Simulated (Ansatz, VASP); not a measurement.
## One calculation of TaN, two programs

The input INCAR:

```
ALGO = Normal ; EDIFF = 1E-7
ENCUT = 520 ; GGA = PS
ISIF = 2 ; ISMEAR = 0
ISPIN = 2 ; LASPH = T
LCHARG = F ; LDAU = T
LDAUJ = 0 0 ; LDAUL = 2 -1
LDAUPRINT = 1 ; LDAUTYPE = 2
LDAUU = 6 0 ; LMAXMIX = 4
LORBIT = 11 ; LREAL = F
LWAVE = F ; MAGMOM = 2 2 0 0
NBANDS = 28 ; NELM = 150
PREC = Accurate ; SIGMA = 0.05
```

File KPOINTS:

```
k-points
0
Gamma
  7 7 4
```

File POSCAR:

```
TaN
1.0
    3.0500020400      0.0000000000      0.0000000000
   -1.5250010200      2.6413792500      0.0000000000
    0.0000000000      0.0000000000      4.9400015300
Ta N
2 2
Direct
    0.3333333333      0.6666666667      0.0000000000
    0.6666666667      0.3333333333      0.5000000000
    0.3333333333      0.6666666667      0.3850000000
    0.6666666667      0.3333333333      0.8850000000
```

Input for Ansatz:

```yaml
crystal:
  lattice:
    - [3.05000204, 0.0, 0.0]
    - [-1.52500102, 2.64137925, 0.0]
    - [0.0, 0.0, 4.94000153]
  atoms:
    - { symbol: Ta, position: [0.3333333333, 0.6666666667, 0.0], spin: 2.0 }
    - { symbol: Ta, position: [0.6666666667, 0.3333333333, 0.5], spin: 2.0 }
    - { symbol: "N", position: [0.3333333333, 0.6666666667, 0.385] }
    - { symbol: "N", position: [0.6666666667, 0.3333333333, 0.885] }
basis:
  ecutwfc: 420
  ecutrho_ratio: 4
kpoints:
  mp_grid: { grid: [7, 7, 4] }
hamiltonian:
  xc: pbesol
  hubbard:
    sites: [{ site: 0, l: d, u_eff: 6.0 }, { site: 1, l: d, u_eff: 6.0 }]
scf:
  occupations: { method: gaussian, width: 0.05 }
  lower_state_search: "off"
  max_iter: 150
output:
  forces: true
  stress: true
  eigenvalues: true
  populations: true
  hubbard: { sites: [{ site: 0, l: d }, { site: 1, l: d }] }
magnetization:
  spin_polarized: true
```

Alike in both runs: task single point; functional PBEsol; k mesh 7 × 7 × 4; occupations gaussian, width 0.05 eV; collinear spin; Hubbard terms Ta d U = 6.0 eV.

|  | VASP | Ansatz |
| --- | --- | --- |
| version | VASP 6.6.1 | Ansatz 0.2.0 |
| potentials or method | VASP PAW PBE potentials, release 64 (Ta_pv, N), cutoff 520 eV | scalar-relativistic, plane waves, PAW |
| valence electrons in the cell | 32 | 36 |

```csv
,VASP,Ansatz,Ansatz less VASP
gap on the k mesh at the Fermi level (eV),none,none,-
rms of the force components (eV/Å),1.395,1.297,-0.0979
net moment per atom (μB),0.01,0.04,+0.033
```

VASP's potentials were made for PBE, not for PBEsol. The programs project onto different local orbitals, so the same U acts differently, and such runs can settle in different states. Atom by atom the forces differ by 0.098 eV/Å (rms over components). A gap of «none» marks a metal or a gap that the smearing closes. VASP's potentials hold 32 valence electrons a cell and Ansatz's 36, so a difference there can come from the potentials and not from the codes. Ansatz's warnings: filled band counts differ across k points, seeded moment not kept.

Spin-orbit coupling is off throughout.
